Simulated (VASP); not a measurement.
Al2Cu: vibrations by perturbation theory with PBE

Crystal: Al2Cu.

```xyz
3
Lattice="-2.0453 2.0453 2.8925 2.0453 -2.0453 2.8925 2.0453 2.0453 -2.8925" Properties=species:S:1:pos:R:3 pbc="T T T"
Al    0.0000    2.0453    1.4462
Al    2.0453    0.0000    1.4462
Cu    0.0000    0.0000    2.8925
```

```
Program                : VASP 6.6.1
Task                   : vibrations by perturbation theory
Functional             : PBE
Potentials or basis    : VASP PAW PBE potentials, release 64 (Al, Cu)
Cutoff                 : 520 eV
k mesh                 : 16 × 16 × 16
Occupations            : fermi-dirac, width 0.15 eV
Spin                   : no spin polarisation
Dipole correction      : no
Further INCAR settings : ALGO = Fast; EDIFF = 1e-08; NBANDS = 16; IBRION = 8; NSW = 1
```

```yaml
Highest_phonon_frequency_at_Γ: 273 cm⁻¹
```

Phonon frequencies in cm⁻¹ (negative: imaginary):
```csv
q point,frequencies
"(0.000, 0.000, 0.000)",-1 -1 -1 254 254 254 273 273 273
```

Run time: 55 min on 1 thread of Oxide Virtual Turin-like Processor, with other jobs on the host, peak memory 1.6 GiB.
